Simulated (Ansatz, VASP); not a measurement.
## WS2 in VASP and in Ansatz

```
CELL_PARAMETERS angstrom
3.13216 0.00000 0.00000
-1.56608 2.71253 0.00000
0.00000 0.00000 17.51099
ATOMIC_POSITIONS crystal
W 0.33333 0.66667 0.00000
S 0.66667 0.33333 0.90800
S 0.66667 0.33333 0.09200
```

Alike in both runs: task single point; functional r2SCAN; k mesh 12 × 12 × 2; occupations gaussian, width 0.05 eV; no spin polarisation.

```csv
,VASP,Ansatz
version,VASP 6.6.1,Ansatz 0.2.0
potentials or method,"VASP PAW PBE potentials, release 64 (W_sv, S), cutoff 520 eV","scalar-relativistic, plane waves, PAW"
valence electrons in the cell,26,26
```

Ansatz gave:

| Property | Result |
| --- | --- |
| gap on the k mesh at the Fermi level (eV) | 2.01 |
| least direct gap on the mesh (eV) | 2.24 |
| rms of the force components (eV/Å) | 0.333 |

Estimate VASP's values.

gap on the k mesh at the Fermi level (eV): 2.01; least direct gap on the mesh (eV): 2.25; rms of the force components (eV/Å): 0.322.

VASP's potentials were made for PBE, not for r2SCAN. Atom by atom the forces differ by 0.011 eV/Å (rms over components). Ansatz's warnings: xc potential rough in thin density.

Spin-orbit coupling is off throughout.
